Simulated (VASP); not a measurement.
Here is a VASP 6.6.1 calculation.

Contents of INCAR:

```
SYSTEM = Be3CdSe4
  PREC = Accurate
  ENCUT = 600
  EDIFF = 1E-6
  ISMEAR = 0
  SIGMA = 0.15
  LREAL = .FALSE.
  LASPH = .TRUE.
  NELM = 120
  ALGO = Normal
  ISIF = 2
  LWAVE = .FALSE.
  LCHARG = .FALSE.
  GGA = PE
  NBANDS = 31
  GGA_COMPAT = .FALSE.
```

Contents of KPOINTS:

```
regular mesh
0
G
  3 3 2
  0 0 0
```

Contents of POSCAR:

```
Be3CdSe4
1.0
    5.2631583821      0.0000000000      0.0000000000
    0.0000000000      5.2631583821      0.0000000000
    0.0000000000      0.0000000000      7.1405766566
Be Cd Se
3 1 4
Direct
    0.5000000000      0.5000000000      0.0000000000
    0.0000000000      0.0000000000      0.1800223070
    0.0000000000      0.0000000000      0.8199776930
    0.5000000000      0.5000000000      0.5000000000
    0.2721751659      0.2714785391      0.2081559146
    0.7278248341      0.7285214609      0.2081559146
    0.2714785391      0.7278248341      0.7918440854
    0.7285214609      0.2721751659      0.7918440854
```

Potentials or basis: VASP PAW PBE potentials, release 64 (Be, Cd, Se).

Run with:

```sh
$ cat potpaw_PBE.64/Be/POTCAR potpaw_PBE.64/Cd/POTCAR potpaw_PBE.64/Se/POTCAR > POTCAR
$ mpirun -np 1 vasp_std > vasp.out
```

Estimate the band gap on the k mesh.

zero (band 21 reaches 1.49 eV, above the bottom of band 22 at 1.14 eV).

Estimate the pressure.

0.2 GPa.

Forces in eV/Å, atoms in the order of the input:
```
Be   0.000  0.000  0.000
Be   0.000  0.000 -0.028
Be   0.000  0.000  0.028
Cd   0.000  0.000  0.000
Se   0.034  0.040 -0.015
Se  -0.034 -0.040 -0.015
Se   0.040 -0.034  0.015
Se  -0.040  0.034  0.015
```

Caveat: the k points lie up to 0.44 Å⁻¹ apart.
